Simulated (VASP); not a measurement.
# EuSb (P-6m2) in VASP: notebook

EuSb is run at these levels: PBE; tasks: single point.

Program: VASP 6.6.1. These are calculated values, not measurements. Logs are shortened: lines on timing, memory, paths and dates and some standing lists are left out, and cuts for length are marked.

## (1) The cell of the first run

The structure is hexagonal, space group P-6m2 (No. 187). Conventional cell: a = 4.216 Å, b = 4.216 Å, c = 4.406 Å, α = 90.00°, β = 90.00°, γ = 120.00°. Eu (site symmetry -6m2) has 6 Sb at 3.28 Å and 8 Eu at 4.22 to 4.41 Å within 4.5 Å. Within 4.5 Å of Sb (site symmetry -6m2) lie 6 Eu at 3.28 Å and 8 Sb at 4.22 to 4.41 Å.

## (2) Single point, PBE, collinear spin, antiferromagnetic start

Input file INCAR:

```
SYSTEM = EuSb
PREC = Accurate
ENCUT = 520
EDIFF = 1E-6
ISMEAR = 0
SIGMA = 0.05
LREAL = .FALSE.
LASPH = .TRUE.
NELM = 150
ALGO = Normal
ISIF = 2
LWAVE = .FALSE.
LCHARG = .FALSE.
ISPIN = 2
MAGMOM = 6 -6 0 0
LORBIT = 11
LMAXMIX = 6
GGA = PE
NBANDS = 34
```

Input file KPOINTS:

```
Automatic mesh
0
G
  10 10 4
  0 0 0
```

Input file POSCAR:

```
EuSb
1.0
    4.2160831551      0.0000000000      0.0000000000
   -2.1080415775      3.6512351168      0.0000000000
    0.0000000000      0.0000000000      8.8125360016
Eu Sb
2 2
Direct
    1.0000000000      1.0000000000      0.0000000000
    1.0000000000      1.0000000000      0.5000000000
    0.6666666667      0.3333333333      0.2500000000
    0.6666666667      0.3333333333      0.7500000000
```

Potentials or basis: VASP PAW PBE potentials, release 64 (Eu, Sb).

The run is started by

```
$ cat potpaw_PBE.64/Eu/POTCAR potpaw_PBE.64/Sb/POTCAR > POTCAR
$ mpirun -np 1 vasp_std > vasp.out
```

OUTCAR:

```text
SYSTEM = EuSb
   PREC = Accurate
   ENCUT = 520
   EDIFF = 1E-6
   ISMEAR = 0
   LREAL = .FALSE.
   LASPH = .TRUE.
   NELM = 150
   ISIF = 2
   ISPIN = 2
   LORBIT = 11
   GGA = PE

 ion  position               nearest neighbor table
   1  0.000  0.000  0.000-   3 3.28   4 3.28   3 3.28   4 3.28   3 3.28   4 3.28
   2  0.000  0.000  0.500-   3 3.28   4 3.28   3 3.28   4 3.28   3 3.28   4 3.28
   3  0.667  0.333  0.250-   1 3.28   2 3.28   1 3.28   2 3.28   1 3.28   2 3.28
   4  0.667  0.333  0.750-   1 3.28   2 3.28   1 3.28   2 3.28   1 3.28   2 3.28

  LATTYP: Found a hexagonal cell.
 ALAT       =     4.2160831551
 C/A-ratio  =     2.0902187356

  Lattice vectors:

 A1 = (   4.2160831551,   0.0000000000,   0.0000000000)
 A2 = (  -2.1080415775,   3.6512351168,   0.0000000000)
 A3 = (   0.0000000000,   0.0000000000,   8.8125360016)

Analysis of symmetry for initial positions (statically):
=====================================================================
 Subroutine PRICEL returns following result:

  LATTYP: Found a hexagonal cell.
 ALAT       =     4.2160831551
 C/A-ratio  =     1.0451093678

  Lattice vectors:

 A1 = (   4.2160831551,   0.0000000000,   0.0000000000)
 A2 = (  -2.1080415775,   3.6512351168,   0.0000000000)
 A3 = (   0.0000000000,   0.0000000000,   4.4062680008)

   2 primitive cells build up your supercell.

 Routine SETGRP: Setting up the symmetry group for a
 hexagonal supercell.

 Subroutine GETGRP returns: Found 12 space group operations
 (whereof 12 operations were pure point group operations)
 out of a pool of 24 trial point group operations.

The static configuration has the point symmetry D_3h.

Analysis of symmetry for dynamics (positions and initial velocities):
=====================================================================
 Subroutine PRICEL returns following result:

  LATTYP: Found a hexagonal cell.
 ALAT       =     4.2160831551
 C/A-ratio  =     1.0451093678

  Lattice vectors:

 A1 = (   4.2160831551,   0.0000000000,   0.0000000000)
 A2 = (  -2.1080415775,   3.6512351168,   0.0000000000)
 A3 = (   0.0000000000,   0.0000000000,   4.4062680008)

   2 primitive cells build up your supercell.

 Routine SETGRP: Setting up the symmetry group for a
 hexagonal supercell.

 Subroutine GETGRP returns: Found 12 space group operations
 (whereof 12 operations were pure point group operations)
 out of a pool of 24 trial point group operations.

The dynamic configuration has the point symmetry D_3h.

Analysis of structural, dynamic, and magnetic symmetry:
=====================================================================
 Subroutine PRICEL returns following result:

  LATTYP: Found a hexagonal cell.
 ALAT       =     4.2160831551
 C/A-ratio  =     1.0451093678

  Lattice vectors:

 A1 = (   4.2160831551,   0.0000000000,   0.0000000000)
 A2 = (  -2.1080415775,   3.6512351168,   0.0000000000)
 A3 = (   0.0000000000,   0.0000000000,   4.4062680008)

   2 primitive cells build up your supercell.

 Routine SETGRP: Setting up the symmetry group for a
 hexagonal supercell.

 Subroutine GETGRP returns: Found 12 space group operations
 (whereof 12 operations were pure point group operations)
 out of a pool of 24 trial point group operations.

The overall configuration has the point symmetry D_3h.

 Subroutine INISYM returns: Found 12 space group operations
 (whereof 12 operations are pure point group operations),
 and found     2 'primitive' translations

----------------------------------------------------------------------------------------

                                     Primitive cell

  volume of cell :      67.8297

  direct lattice vectors                    reciprocal lattice vectors
     4.216083155  0.000000000  0.000000000     0.237186973  0.136939963  0.000000000
    -2.108041577  3.651235117  0.000000000     0.000000000  0.273879925  0.000000000
     0.000000000  0.000000000  4.406268001     0.000000000  0.000000000  0.226949427

  length of vectors
     4.216083155  4.216083155  4.406268001     0.273879925  0.273879925  0.226949427

  position of ions in fractional coordinates (direct lattice)
     0.000000000  0.000000000  0.000000000
     0.666666667  0.333333333  0.500000000

  ion indices of the primitive-cell ions
   primitive index   ion index
                 1           1
                 2           3

----------------------------------------------------------------------------------------

 KPOINTS: Automatic mesh

Automatic generation of k-mesh.
 Grid dimensions read from file:
 generate k-points for:   10   10    4

 Generating k-lattice:

  Cartesian coordinates                     Fractional coordinates (reciprocal lattice)
     0.023718697  0.013693996  0.000000000     0.100000000 -0.000000000  0.000000000
     0.000000000  0.027387993  0.000000000     0.000000000  0.100000000  0.000000000
     0.000000000  0.000000000  0.028368678     0.000000000  0.000000000  0.250000000

  Length of vectors
     0.027387993  0.027387993  0.028368678

  Shift w.r.t. Gamma in fractional coordinates (k-lattice)
     0.000000000  0.000000000  0.000000000

 Subroutine IBZKPT returns following result:
 ===========================================

 Found     42 irreducible k-points:

 Following reciprocal coordinates:
            Coordinates               Weight
  0.000000  0.000000  0.000000      1.000000
  0.100000  0.000000  0.000000      6.000000
  0.200000  0.000000  0.000000      6.000000
  0.300000  0.000000  0.000000      6.000000
  0.400000  0.000000  0.000000      6.000000
  0.500000  0.000000  0.000000      3.000000
[... 16 lines left out ...]
  0.300000  0.100000  0.250000     24.000000
  0.400000  0.100000  0.250000     24.000000
 [... further k-points ...]
   k-points           NKPTS =     42   k-points in BZ     NKDIM =     42   number of bands    NBANDS=     34
   number of dos      NEDOS =    301   number of ions     NIONS =      4
   total plane-waves  NPLWV =  71680
   dimension x,y,z NGX =    32 NGY =   32 NGZ =   70
   dimension x,y,z NGXF=    64 NGYF=   64 NGZF=  140
   ions per type =               2   2
   NGX,Y,Z   is equivalent  to a cutoff of  12.62, 12.62, 13.21 a.u.
   NGXF,Y,Z  is equivalent  to a cutoff of  25.24, 25.24, 26.41 a.u.
 SYSTEM =  EuSb
   PREC   = accura    normal or accurate (medium, high low for compatibility)
   ISTART =      0    job   : 0-new  1-cont  2-samecut
   ICHARG =      2    charge: 1-file 2-atom 10-const
   ISPIN  =      2    spin polarized calculation?
   LNONCOLLINEAR =      F non collinear calculations
   LSORBIT =      F    spin-orbit coupling
   LASPH  =      T    aspherical Exc in radial PAW
   ENCUT  =  520.0 eV  38.22 Ry    6.18 a.u.   7.84  7.84 16.39*2*pi/ulx,y,z
   NELM   =    150;   NELMIN=  2; NELMDL= -5     # of ELM steps
   EDIFF  = 0.1E-05   stopping-criterion for ELM
   LREAL  =      F    real-space projection
   EDIFFG = 0.1E-04   stopping-criterion for IOM
   NSW    =      0    number of steps for IOM
   IBRION =     -1    ionic relax: 0-MD 1-quasi-New 2-CG
   NFREE  =      0    steps in history (QN), initial steepest desc. (CG)
   ISIF   =      2    stress and relaxation
   ISYM   =      2    0-nonsym 1-usesym 2-fastsym
   POTIM  = 0.5000    time-step for ionic-motion
   TEBEG  =    0.0;   TEEND  =   0.0 temperature during run
   PSTRESS=    0.0 pullay stress
   NELECT =      44.0000    total number of electrons
   NUPDOWN=      -1.0000    fix difference up-down
   EMIN   =  10.00;   EMAX   =-10.00  energy-range for DOS
   EFERMI =   0.00;   METHOD = LEGACY
   ISMEAR =     0;   SIGMA  =   0.05  broadening in eV -4-tet -1-fermi 0-gaus
   EFERMI_NEDOS =   21; number of points for ismear=-14 and -15
   IALGO  =     38    algorithm
   IMIX   =      4    mixing-type and parameters
     AMIX     =   0.40;   BMIX     =  1.00
     AMIX_MAG =   1.60;   BMIX_MAG =  1.00
  volume/ion in A,a.u.               =      33.91       228.87
  Fermi-wavevector in a.u.,A,eV,Ry     =   1.124801  2.125566 17.213788  1.265178
  Thomas-Fermi vector in A             =   2.261475
   LORBIT       =     11    0 simple, 1 ext, 2 COOP (PROOUT), +10 PAW based schemes
   GGA     = PE    functional components
   LHFCALC =     F    Hartree Fock is set to
   AEXX    =    0.0000 exact exchange contribution
   IVDW    =     0    specifies the selected vdW correction
   LEPSILON=     F    determine dielectric tensor
   LRPA    =     F    only Hartree local field effects (RPA)
 spin polarized calculation
 Gauss-broadening in eV      SIGMA  =   0.05
  energy-cutoff  :      520.00
  volume of cell :      135.66
 maximum number of plane-waves:      3687
 NGX is ok and might be reduce to    32

 number of electron      44.0000005 magnetization      -0.0000000

 number of electron      44.0000005 magnetization       0.0000000

 Free energy of the ion-electron system (eV)
  ---------------------------------------------------
  ext. energy  EPLUGINS =         0.00000000
  ---------------------------------------------------
  free energy    TOTEN  =       -34.26150763 eV

  energy without entropy =      -34.25287157  energy(sigma->0) =      -34.25718960

 E-fermi :   3.8977     XC(G=0):  -9.3244

 val. band max:        3.8911049973   @ k =   0.2000   0.1000   0.2500
 cond. band min:       3.9330150260   @ k =   0.1000   0.0000   0.5000
 fundamental gap:      0.0419100287
 Fermi energy:         3.8976747459

 spin component 1

 k-point     1 :       0.0000    0.0000    0.0000
  band No.  band energies     occupation
      1     -37.3766      1.00000
      2     -34.3255      1.00000
      3     -16.0921      1.00000
      4     -16.0600      1.00000
      5     -16.0600      1.00000
      6     -13.9200      1.00000
[... 26 lines left out ...]
     33       8.2951      0.00000
     34       8.3907      0.00000

 k-point     2 :       0.1000    0.0000    0.0000
  band No.  band energies     occupation
      1     -37.3759      1.00000
      2     -34.3244      1.00000
      3     -16.0882      1.00000
      4     -16.0771      1.00000
      5     -16.0638      1.00000
      6     -13.9141      1.00000
[... 26 lines left out ...]
     33       8.2963      0.00000
     34       8.4520      0.00000
[... 775 lines left out ...]
     33       8.3840      0.00000
     34       8.4414      0.00000

 k-point    24 :       0.4000    0.1000    0.2500
  band No.  band energies     occupation
      1     -37.3690      1.00000
      2     -34.3150      1.00000
      3     -16.2254      1.00000
      4     -16.1095      1.00000
      5     -16.0502      1.00000
      6     -14.0556      1.00000
[... 26 lines left out ...]
     33       8.3950      0.00000
     34       8.4207      0.00000

 [... further k-points ...]

 spin component 2

 k-point     1 :       0.0000    0.0000    0.0000
  band No.  band energies     occupation
      1     -37.3766      1.00000
      2     -34.3255      1.00000
      3     -16.0921      1.00000
      4     -16.0600      1.00000
      5     -16.0600      1.00000
      6     -13.9200      1.00000
[... 26 lines left out ...]
     33       8.2526      0.00000
     34       8.2973      0.00000

 k-point     2 :       0.1000    0.0000    0.0000
  band No.  band energies     occupation
      1     -37.3759      1.00000
      2     -34.3244      1.00000
      3     -16.0882      1.00000
      4     -16.0771      1.00000
      5     -16.0638      1.00000
      6     -13.9141      1.00000
[... 26 lines left out ...]
     33       8.2888      0.00000
     34       8.4512      0.00000
[... 775 lines left out ...]
     33       8.3844      0.00000
     34       8.4259      0.00000

 k-point    24 :       0.4000    0.1000    0.2500
  band No.  band energies     occupation
      1     -37.3690      1.00000
      2     -34.3150      1.00000
      3     -16.2254      1.00000
      4     -16.1095      1.00000
      5     -16.0502      1.00000
      6     -14.0556      1.00000
[... 26 lines left out ...]
     33       8.3945      0.00000
     34       8.4202      0.00000

 [... further k-points ...]
[... 5 lines left out ...]
  --------------------------------------------------------------------------------------
  -------------------------------------------------------------------------------------
  Total       -0.0978180     -0.0978180     -0.2992820     -0.0000000      0.0000000      0.0000000
  in kB       -1.1552596     -1.1552596     -3.5346082     -0.0000000      0.0000000      0.0000000
  external PRESSURE =      -1.9483758 kB  Pullay stress =       0.0000000 kB

 VOLUME and BASIS-vectors are now :
 -----------------------------------------------------------------------------
  energy-cutoff  :      520.00
  volume of cell :      135.66
      direct lattice vectors                 reciprocal lattice vectors
     4.216083155  0.000000000  0.000000000     0.237186973  0.136939963  0.000000000
    -2.108041577  3.651235117  0.000000000     0.000000000  0.273879925  0.000000000
     0.000000000  0.000000000  8.812536002     0.000000000  0.000000000  0.113474714

 POSITION                                       TOTAL-FORCE (eV/Angst)
 -----------------------------------------------------------------------------------
      0.00000      0.00000      0.00000         0.000000     -0.000000     -0.000000
      0.00000      0.00000      4.40627         0.000000      0.000000     -0.000000
      2.10804      1.21708      2.20313        -0.000000      0.000000      0.000000
      2.10804      1.21708      6.60940        -0.000000      0.000000     -0.000000
 -----------------------------------------------------------------------------------
    total drift:                               -0.000000      0.000000     -0.000000

  FREE ENERGIE OF THE ION-ELECTRON SYSTEM (eV)
  ---------------------------------------------------
  free  energy   TOTEN  =       -34.2615076309 eV

  energy  without entropy=      -34.2528715746  energy(sigma->0) =      -34.25718960

 total charge

# of ion       s       p       d       f       tot
--------------------------------------------------
    1        2.043   5.737   0.351   6.569  14.701
    2        2.043   5.737   0.351   6.569  14.701
    3        1.146   1.321   0.010   0.000   2.477
    4        1.146   1.321   0.010   0.000   2.477
--------------------------------------------------
tot          6.378  14.116   0.723  13.138  34.355

 magnetization (x)

# of ion       s       p       d       f       tot
--------------------------------------------------
    1       -0.008  -0.107   0.091   6.545   6.520
    2        0.008   0.107  -0.091  -6.545  -6.520
    3        0.000   0.000   0.000   0.000   0.000
    4        0.000   0.000   0.000   0.000   0.000
--------------------------------------------------
tot          0.000   0.000   0.000   0.000   0.000
```

Run time: 21 min. Hardware: 1 thread of Intel Xeon 8259CL, shared host; peak memory 0.53 GiB.

What came out:

| Quantity | Value |
| --- | --- |
| Free energy | -34.2615 eV |
| Pressure | -0.2 GPa |
| Band gap on the k mesh | zero (filled and empty bands overlap) |
| Net moment | 0.00 μB per cell |
| Site moments | Eu +6.52, -6.52; Sb +0.00 μB |
| Valence electrons inside the program's atomic spheres | Eu 14.70; Sb 2.48 |

Levels at points of the mesh, in eV from the Fermi level:
Spin up:
| k point | band 19 | band 20 | band 21 | band 22 | band 23 | band 24 | band 25 | band 26 |
| --- | --- | --- | --- | --- | --- | --- | --- | --- |
| (0.00, 0.00, 0.00) | 0.22 | 0.24 | 0.24 | 0.28 | 0.79 | 0.79 | 2.48 | 2.48 |
| (0.50, 0.00, 0.00) | -0.31 | -0.29 | -0.26 | -0.20 | 0.52 | 0.71 | 1.34 | 3.61 |
| (0.00, 0.00, 0.50) | -0.23 | 0.39 | 0.39 | 0.63 | 0.63 | 2.01 | 2.74 | 2.86 |
| (0.50, 0.00, 0.50) | -0.32 | -0.29 | -0.25 | -0.17 | 0.15 | 1.04 | 1.58 | 3.02 |
Spin down:
| k point | band 18 | band 19 | band 20 | band 21 | band 22 | band 23 | band 24 | band 25 | band 26 | band 27 |
| --- | --- | --- | --- | --- | --- | --- | --- | --- | --- | --- |
| (0.00, 0.00, 0.00) | -0.23 | 0.22 | 0.24 | 0.24 | 0.28 | 0.79 | 0.79 | 2.48 | 2.48 | 3.26 |
| (0.50, 0.00, 0.00) | -0.32 | -0.31 | -0.29 | -0.26 | -0.20 | 0.52 | 0.71 | 1.34 | 3.61 | 3.84 |
| (0.00, 0.00, 0.50) | -0.33 | -0.23 | 0.39 | 0.39 | 0.63 | 0.63 | 2.01 | 2.74 | 2.86 | 2.86 |
| (0.50, 0.00, 0.50) | -0.32 | -0.32 | -0.29 | -0.25 | -0.17 | 0.15 | 1.04 | 1.58 | 3.02 | 3.34 |

Caveat: the antiferromagnetic order is the one typed at the start, and another may lie lower; spin-orbit coupling is left out, which moves the levels of the heavy elements; semilocal functionals describe open f shells poorly, which spoils levels, moments and volumes. The state reached can hang on the start; a lower one may exist.

## (3) Single point, PBE

This run uses another cell than the first one: it holds 2 atoms, not 4.

Input file INCAR:

```
SYSTEM = EuSb
ALGO     = All            ! electronic algorithm
EDIFF    = 1E-6           ! SCF threshold, eV
ENCUT    = 690            ! plane-wave cutoff, eV
GGA      = PE             ! functional
GGA_COMPAT= .False.      
ISEARCH  = 1            
ISIF     = 2              ! what is computed and relaxed
ISMEAR   = 0              ! smearing method
KPAR     = 4            
LASPH    = .True.         ! aspherical terms in the spheres
LCHARG   = .False.        ! write CHGCAR
LMAXMIX  = 6              ! l up to which the mixer works
LREAL    = .False.        ! projectors in reciprocal space
LWAVE    = .False.        ! write WAVECAR
NBANDS   = 18             ! bands
NELM     = 300            ! most SCF steps
PREC     = Accurate       ! precision mode
SIGMA    = 0.05           ! smearing width, eV
```

Input file KPOINTS:

```
k-points
0
Gamma
  10 10 8
  0 0 0
```

Input file POSCAR:

```
EuSb
1.0
    4.2160831551      0.0000000000      0.0000000000
   -2.1080415775      3.6512351168      0.0000000000
    0.0000000000      0.0000000000      4.4062680008
Eu Sb
1 1
Direct
    0.0000000000      0.0000000000      0.0000000000
    0.6666666667      0.3333333333      0.5000000000
```

Potentials or basis: VASP PAW PBE potentials, release 64 (Eu, Sb).

The run is started by

```
$ cat potpaw_PBE.64/Eu/POTCAR potpaw_PBE.64/Sb/POTCAR > POTCAR
$ mpirun -np 4 vasp_std > vasp.out
```

It took 2.2 min on 4 MPI ranks of Intel Xeon Platinum 8259CL at 2.50GHz (Skylake/Cascade Lake), shared host; peak memory 0.44 GiB.

The run converged. Its results:

```
Free energy            : -10.1137 eV
Pressure               : -2.9 GPa
Band gap on the k mesh : zero (bands 11 and 12 overlap by 0.04 eV)
```

Stress tensor (GPa, compression positive):
```
-1.54  0.00  0.00
 0.00 -1.54  0.00
 0.00  0.00 -5.75
```

Levels at points of the mesh, in eV from the Fermi level:
```csv
k point,band 8,band 9,band 10,band 11,band 12,band 13,band 14,band 15
"(0.00, 0.00, 0.00)",-0.31,-0.13,-0.06,0.00,0.00,0.01,0.17,0.17
"(0.50, 0.00, 0.00)",-0.51,-0.20,-0.12,0.04,0.10,0.13,0.34,0.46
"(0.00, 0.00, 0.50)",-0.29,-0.13,-0.05,-0.05,0.03,0.24,0.81,0.81
"(0.50, 0.00, 0.50)",-0.88,-0.22,-0.09,-0.05,0.03,0.06,0.14,0.28
```

Caveat: spin-orbit coupling is left out, which moves the levels of the heavy elements; semilocal functionals describe open f shells poorly, which spoils levels, moments and volumes. Spin polarisation is off, so any magnetic state and its effect on volume and gap are missing.

The gap in the log of VASP goes by the Fermi energy; the results here count the filled bands.